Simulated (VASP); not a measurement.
# ZrN (Fm-3m) in VASP: a series of runs, part 3 of 3

VASP 6.6.1. The steps go on from the part before.

## 6. Electric field gradients, PBE (12.63 Å³/atom)

This run uses another cell than the first one, of 12.63 Å³/atom.

INCAR

```
SYSTEM = ZrN
  ALGO = Normal
  EDIFF = 1E-8
  ENCUT = 520
  GGA = PE
  GGA_COMPAT = .FALSE.
  ISIF = 2
  ISMEAR = -1
  LASPH = .TRUE.
  LCHARG = .FALSE.
  LEFG = .TRUE.
  LREAL = .FALSE.
  LWAVE = .FALSE.
  NBANDS = 16
  NELM = 120
  PREC = Accurate
  SIGMA = 0.01
```

KPOINTS

```
k-points
0
G
  9 9 9
  0 0 0
```

POSCAR

```
ZrN
1.0
    0.0000000000      2.3290301974      2.3290301974
    2.3290301974      0.0000000000      2.3290301974
    2.3290301974      2.3290301974      0.0000000000
Zr N
1 1
Direct
    0.0000000000      0.0000000000      0.0000000000
    0.5000000000      0.5000000000      0.5000000000
```

Potentials or basis: VASP PAW PBE potentials, release 64 (Zr_sv, N).

Started as:

```sh
cat potpaw_PBE.64/Zr_sv/POTCAR potpaw_PBE.64/N/POTCAR > POTCAR
mpirun -np 1 vasp_std > vasp.out
```

OUTCAR:

```text
SYSTEM = ZrN
   EDIFF = 1E-8
   ENCUT = 520
   GGA = PE
   ISIF = 2
   ISMEAR = -1
   LASPH = .TRUE.
   LREAL = .FALSE.
   NELM = 120
   PREC = Accurate

 ion  position               nearest neighbor table
   1  0.000  0.000  0.000-   2 2.33   2 2.33   2 2.33   2 2.33   2 2.33   2 2.33
   2  0.500  0.500  0.500-   1 2.33   1 2.33   1 2.33   1 2.33   1 2.33   1 2.33

  LATTYP: Found a face centered cubic cell.
 ALAT       =     4.6580603948

  Lattice vectors:

 A1 = (   0.0000000000,   2.3290301974,   2.3290301974)
 A2 = (   2.3290301974,   0.0000000000,   2.3290301974)
 A3 = (   2.3290301974,   2.3290301974,   0.0000000000)

Analysis of symmetry for initial positions (statically):
=====================================================================
 Subroutine PRICEL returns:
 Original cell was already a primitive cell.

 Routine SETGRP: Setting up the symmetry group for a
 face centered cubic supercell.

 Subroutine GETGRP returns: Found 48 space group operations
 (whereof 48 operations were pure point group operations)
 out of a pool of 48 trial point group operations.

The static configuration has the point symmetry O_h .

Analysis of symmetry for dynamics (positions and initial velocities):
=====================================================================
 Subroutine PRICEL returns:
 Original cell was already a primitive cell.

 Routine SETGRP: Setting up the symmetry group for a
 face centered cubic supercell.

 Subroutine GETGRP returns: Found 48 space group operations
 (whereof 48 operations were pure point group operations)
 out of a pool of 48 trial point group operations.

The dynamic configuration has the point symmetry O_h .

[... 150 lines left out ...]
 Fermi energy:        11.3375692919

 k-point     1 :       0.0000    0.0000    0.0000
  band No.  band energies     occupation
      1     -38.3568      2.00000
      2     -16.0211      2.00000
      3     -16.0211      2.00000
      4     -16.0211      2.00000
      5      -4.7028      2.00000
      6       8.7715      2.00000
[... 433 lines left out ...]
      3     -16.3143      2.00000
      4     -16.3143      2.00000
      5      -4.0953      2.00000
      6       6.6026      2.00000
[... 8 lines left out ...]
     15      21.2300      0.00000
     16      26.4791      0.00000

 [... further k-points ...]
[... 5 lines left out ...]
  --------------------------------------------------------------------------------------
  -------------------------------------------------------------------------------------
  Total       -1.4452978     -1.4452978     -1.4452978     -0.0000000     -0.0000000     -0.0000000
  in kB      -91.6457976    -91.6457976    -91.6457976     -0.0000000     -0.0000000     -0.0000000
  external PRESSURE =     -91.6457976 kB  Pullay stress =       0.0000000 kB

 VOLUME and BASIS-vectors are now :
 -----------------------------------------------------------------------------
  energy-cutoff  :      520.00
  volume of cell :       25.27
      direct lattice vectors                 reciprocal lattice vectors
     0.000000000  2.329030197  2.329030197    -0.214681630  0.214681630  0.214681630
     2.329030197  0.000000000  2.329030197     0.214681630 -0.214681630  0.214681630
     2.329030197  2.329030197  0.000000000     0.214681630  0.214681630 -0.214681630

 POSITION                                       TOTAL-FORCE (eV/Angst)
 -----------------------------------------------------------------------------------
      0.00000      0.00000      0.00000         0.000000      0.000000     -0.000000
      2.32903      2.32903      2.32903         0.000000      0.000000      0.000000
 -----------------------------------------------------------------------------------
    total drift:                                0.000000     -0.000000     -0.000000

  FREE ENERGIE OF THE ION-ELECTRON SYSTEM (eV)
  ---------------------------------------------------
  free  energy   TOTEN  =       -20.3447549828 eV

  energy  without entropy=      -20.3437975978  energy(sigma->0) =      -20.34427629

 Electric field gradients (V/A^2)
---------------------------------------------------------------------
 ion       V_xx      V_yy      V_zz      V_xy      V_xz      V_yz
---------------------------------------------------------------------
   1      -0.000    -0.000     0.000    -0.000    -0.000    -0.000
   2      -0.000    -0.000    -0.000     0.001     0.001     0.001
---------------------------------------------------------------------

 Electric field gradients after diagonalization (V/A^2)
 (convention: |V_zz| > |V_xx| > |V_yy|)
----------------------------------------------------------------------
 ion       V_xx      V_yy      V_zz     asymmetry (V_yy - V_xx)/ V_zz
----------------------------------------------------------------------
   1       0.000     0.000    -0.000       0.000
   2      -0.001    -0.001     0.002       0.000
----------------------------------------------------------------------

           NMR quadrupolar parameters

 Cq : quadrupolar parameter    Cq=e*Q*V_zz/h
 eta: asymmetry parameters     (V_yy - V_xx)/ V_zz
 Q  : nuclear electric quadrupole moment in mb (millibarn)
----------------------------------------------------------------------
 ion       Cq(MHz)       eta       Q (mb)
----------------------------------------------------------------------
   1      -0.000       0.000       1.000
   2       0.000       0.000       1.000
----------------------------------------------------------------------
```

OSZICAR:

```text
N       E                     dE             d eps       ncg     rms          rms(c)
DAV:   1     0.118102598020E+03    0.11810E+03   -0.91808E+03  1120   0.105E+03
DAV:   2    -0.189252308191E+02   -0.13703E+03   -0.12773E+03  1472   0.297E+02
DAV:   3    -0.237582770561E+02   -0.48330E+01   -0.47977E+01  1520   0.535E+01
DAV:   4    -0.238422773952E+02   -0.84000E-01   -0.83982E-01  1440   0.626E+00
DAV:   5    -0.238438859246E+02   -0.16085E-02   -0.16085E-02  1512   0.613E-01    0.198E+01
DAV:   6    -0.205505459843E+02    0.32933E+01   -0.74730E+00  1248   0.249E+01    0.761E+00
DAV:   7    -0.203797552840E+02    0.17079E+00   -0.54334E-01  1312   0.665E+00    0.600E+00
DAV:   8    -0.203595558797E+02    0.20199E-01   -0.24765E-01  1320   0.450E+00    0.322E+00
DAV:   9    -0.203454633279E+02    0.14093E-01   -0.53983E-02  1216   0.224E+00    0.113E+00
DAV:  10    -0.203447977707E+02    0.66556E-03   -0.35290E-03  1408   0.635E-01    0.135E-01
DAV:  11    -0.203447653342E+02    0.32436E-04   -0.15661E-04  1320   0.989E-02    0.933E-02
DAV:  12    -0.203447557196E+02    0.96146E-05   -0.20340E-05  1328   0.390E-02    0.411E-03
DAV:  13    -0.203447550648E+02    0.65477E-06   -0.48438E-07  1368   0.790E-03    0.409E-03
DAV:  14    -0.203447549508E+02    0.11403E-06   -0.31520E-08  1536   0.121E-03    0.929E-04
DAV:  15    -0.203447549910E+02   -0.40220E-07   -0.54664E-09   816   0.753E-04    0.895E-05
DAV:  16    -0.203447549828E+02    0.82466E-08   -0.12803E-09   688   0.296E-04
   1 F= -.20344755E+02 E0= -.20344276E+02  d E =-.957385E-03
```

Wall time 6 s (1 thread of Intel Xeon 6975P-C (Granite Rapids), shared host); peak memory 0.14 GiB.

What came out:

| Item | Value |
| --- | --- |
| Free energy | -20.3448 eV |
| Pressure | -9.2 GPa |
| Band gap on the k mesh | zero (an odd number of electrons rules out a gap without spin polarisation) |
| Largest electric field gradient by atom | zero within the noise of the run |

Levels at points of the mesh, in eV from the Fermi level:
| k point | band 6 | band 7 | band 8 | band 9 | band 10 | band 11 | band 12 | band 13 |
| --- | --- | --- | --- | --- | --- | --- | --- | --- |
| (0.00, 0.00, 0.00) | -2.57 | -2.57 | -2.57 | -0.35 | -0.35 | -0.35 | 1.50 | 1.50 |

Caveat: the cell stands under tension.

## 7. The runs side by side

| cell | gap on the mesh (eV) | pressure (GPa) |
| --- | --- | --- |
| a = 3.198 Å, angles 60.0°, 2 atoms | none | 13.4 |
| a = 3.273 Å, angles 60.0°, 2 atoms | none | -5.0 |
| a = 3.294 Å, angles 60.0°, 2 atoms | none | -9.2 |

Alike in all rows: task electric field gradients; level PBE; potentials or basis VASP PAW PBE potentials, release 64 (Zr_sv, N); no spin polarisation; k mesh 9 × 9 × 9; cutoff (eV) 520; smearing fermi-dirac 0.01 eV.

Caveats: the cell stands under tension (at least some runs); the cell stands under pressure (at least some runs).

Absolute energies hang on the potentials; compare differences alone.
